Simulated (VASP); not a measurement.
Write the native input for VASP 6.6.1 that does the following.

| Property | Result |
| --- | --- |
| Task | single point |
| Functional | PBEsol |
| Potentials or basis | VASP PAW PBE potentials, release 64 (As) |
| Cutoff | 520 eV |
| k mesh | 8 × 8 × 6 |
| Occupations | fermi-dirac, width 0.05 eV |
| Spin | no spin polarisation |
| Dipole correction | no |
| Further INCAR settings | ALGO = Normal; EDIFF = 1e-06; NBANDS = 18 |

The structure of As lies in POSCAR:

```
As
1.0
    1.8627875010     -5.2288979054      0.0000000000
    1.8627875010      5.2288979054      0.0000000000
    0.0000000000      0.0000000000      4.0011260671
As
4
Direct
    0.3834733297      0.6165266703      0.5437719566
    0.8834733297      0.1165266703      0.9562280434
    0.6165266703      0.3834733297      0.4562280434
    0.1165266703      0.8834733297      0.0437719566
```

One way to write it, as run:

INCAR

```
SYSTEM = As
ALGO     = Normal         ! electronic algorithm
EDIFF    = 1E-6           ! SCF threshold, eV
ENCUT    = 520            ! plane-wave cutoff, eV
GGA      = PS             ! functional
ISIF     = 2              ! what is computed and relaxed
ISMEAR   = -1             ! smearing method
LASPH    = .TRUE.         ! aspherical terms in the spheres
LCHARG   = .FALSE.        ! write CHGCAR
LREAL    = .FALSE.        ! projectors in reciprocal space
LWAVE    = .FALSE.        ! write WAVECAR
NBANDS   = 18             ! bands
NELM     = 100            ! most SCF steps
PREC     = Accurate       ! precision mode
SIGMA    = 0.05           ! smearing width, eV
```

KPOINTS

```
k-points
0
G
  8 8 6
  0 0 0
```

Potentials or basis: VASP PAW PBE potentials, release 64 (As).

Run with:

```console
$ cat potpaw_PBE.64/As/POTCAR > POTCAR
$ mpirun -np 1 vasp_std > vasp.out
```

It gave:

| Quantity | Value |
| --- | --- |
| Pressure | 5.5 GPa |
| Largest force | 0.081 eV/Å |
| Band gap on the k mesh | zero (bands 10 and 11 overlap by 0.70 eV) |

Caveat: the cell stands under pressure; the PAW data sets were made with another functional, which shifts forces and pressure a little.

It took 40 s on 1 thread of Intel(R) Xeon(R) 6975P-C (Granite Rapids) (shared host), peak memory 0.26 GiB.
